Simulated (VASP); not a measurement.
**Al2O: single point with PBE**

Al2O:

```
CELL_PARAMETERS angstrom
2.63725 0.00000 0.00000
0.00000 2.63725 0.00000
0.00000 0.00000 14.36106
ATOMIC_POSITIONS crystal
Al 0.00000 0.00000 0.83994
Al 0.00000 0.00000 0.16006
Al 0.00000 0.00000 0.50000
Al 0.50000 0.50000 0.00000
O 0.50000 0.50000 0.20391
O 0.50000 0.50000 0.79609
```

- Program: VASP 6.6.1
- Task: single point
- Functional: PBE
- Potentials or basis: VASP PAW PBE potentials, release 64 (Al, O)
- Cutoff: 520 eV
- k mesh: 14 × 14 × 4
- Occupations: gaussian, width 0.1 eV
- Spin: no spin polarisation
- Dipole correction: no
- Further INCAR settings: ALGO = Normal; EDIFF = 1e-06; NBANDS = 21

The pressure is 0.0 GPa. The largest force is 0.013 eV/Å. The band gap on the k mesh is zero (band 12 reaches 6.53 eV, above the bottom of band 13 at 4.05 eV).

Forces in eV/Å, atoms in the order of the input:
```
Al   0.000  0.000 -0.008
Al   0.000  0.000  0.008
Al   0.000  0.000  0.000
Al   0.000  0.000  0.000
O    0.000  0.000 -0.013
O    0.000  0.000  0.013
```

Stress tensor (GPa, compression positive):
```
-0.01  0.00  0.00
 0.00 -0.01  0.00
 0.00  0.00 -0.11
```

Levels at points of the mesh, in eV from the Fermi level:
| k point | band 8 | band 9 | band 10 | band 11 | band 12 | band 13 | band 14 | band 15 | band 16 | band 17 |
| --- | --- | --- | --- | --- | --- | --- | --- | --- | --- | --- |
| (0.00, 0.00, 0.00) | -5.30 | -5.30 | -5.30 | -3.65 | -1.69 | 0.00 | 2.26 | 3.42 | 5.06 | 6.13 |
| (0.50, 0.00, 0.00) | -4.87 | -4.87 | -3.37 | -3.04 | -2.91 | -1.52 | 0.17 | 2.50 | 3.57 | 4.19 |
| (0.50, 0.50, 0.00) | -4.96 | -0.72 | -0.72 | -0.17 | 0.97 | 0.97 | 1.31 | 2.39 | 2.47 | 2.47 |
| (0.00, 0.00, 0.50) | -5.30 | -5.30 | -5.30 | -3.59 | -1.84 | 0.24 | 1.90 | 4.08 | 4.46 | 6.13 |
| (0.50, 0.00, 0.50) | -4.87 | -4.87 | -3.36 | -3.04 | -2.92 | -1.51 | 0.18 | 2.43 | 3.70 | 4.08 |
| (0.50, 0.50, 0.50) | -4.96 | -0.72 | -0.72 | -0.17 | 0.97 | 0.97 | 1.31 | 2.40 | 2.48 | 2.48 |

Wall time 2.8 min on 1 thread of Intel(R) Xeon(R) Platinum 8259CL CPU @ 2.50GHz (Skylake/Cascade Lake), on a shared host, peak memory 0.31 GiB.
